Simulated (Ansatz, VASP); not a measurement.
**Ga2O3: VASP beside Ansatz**

```
Ga O
1.0
     3.03933    1.75476    3.74363
    -3.03933    1.75476    3.74363
     0.00000   -3.50952    3.74363
Ga O
2 3
Direct
  0.32950 0.32950 0.32950
  0.67050 0.67050 0.67050
  0.50000 0.50000 0.00000
  0.00000 0.50000 0.50000
  0.50000 0.00000 0.50000
```

Alike in both runs: functional PBE; k mesh 6 × 6 × 6; occupations gaussian, width 0.1 eV; collinear spin.

Ansatz relaxed the structure, and its values are those at the end. VASP's run is a single point on that final structure, the one shown.

|  | VASP | Ansatz |
| --- | --- | --- |
| version | VASP 6.6.1 | Ansatz 0.2.0 |
| potentials or method | VASP PAW PBE potentials, release 64 (Ga_d, O), cutoff 520 eV | scalar-relativistic, plane waves, PAW |
| valence electrons in the cell | 44 | 44 |

Ansatz gave:

| Property | Result |
| --- | --- |
| gap on the k mesh at the Fermi level (eV) | 1.88 |
| least direct gap on the mesh (eV) | 1.91 |
| pressure (GPa) | 0.1 |
| net moment per atom (μB) | 0.00 |

Task: What did VASP give for the same quantities?

Result: gap on the k mesh at the Fermi level (eV): 1.87; least direct gap on the mesh (eV): 1.90; pressure (GPa): -0.1; net moment per atom (μB): 0.00.

Ansatz's warnings: seeded moment not kept.
